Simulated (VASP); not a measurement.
Runs of VASP 6.6.1 on Si6Ru. The structure is that of space group P4/mmm (No. 123), or close to it. The cells are those of the table. 

| task | cell | k mesh | cutoff (eV) | smearing | gap on the mesh (eV) | pressure (GPa) | largest force (eV/Å) |
| --- | --- | --- | --- | --- | --- | --- | --- |
| single point | a = 3.801, b = 3.801, c = 7.772 Å, 7 atoms | 6 × 6 × 4 | 520 | gaussian 0.2 eV | none | 0.0 | 0.03 |
| single point | a = 3.785, b = 3.785, c = 7.859 Å, 7 atoms | 4 × 4 × 2 | 520 | gaussian 0.2 eV | none | (a) | - |
| single point | a = 3.801, b = 3.801, c = 7.772 Å, 7 atoms | 8 × 8 × 4 | 520 | gaussian 0.1 eV | none | 0.0 | 0.01 |
| relaxation of cell and atoms | relaxed from a = 3.996, b = 3.996, c = 8.103 Å, 7 atoms | 4 × 4 × 2 | 600 | gaussian 0.2 eV | none | -0.4 | 0.02 |

Alike in all rows: level PBE; potentials or basis VASP PAW PBE potentials, release 64 (Si, Ru_pv); no spin polarisation.

**Question.** Estimate the missing entries.

**Answer.** (a) -0.5.

Caveats: some runs use coarse meshes; the relaxation stopped at a loose force limit of 0.08 eV/Å, so its end isn't a converged minimum (some runs).

A k mesh can miss the band edges, and the runs leave out spin-orbit coupling on Ru.

A gap of «none» marks levels without a gap at the run's occupations.
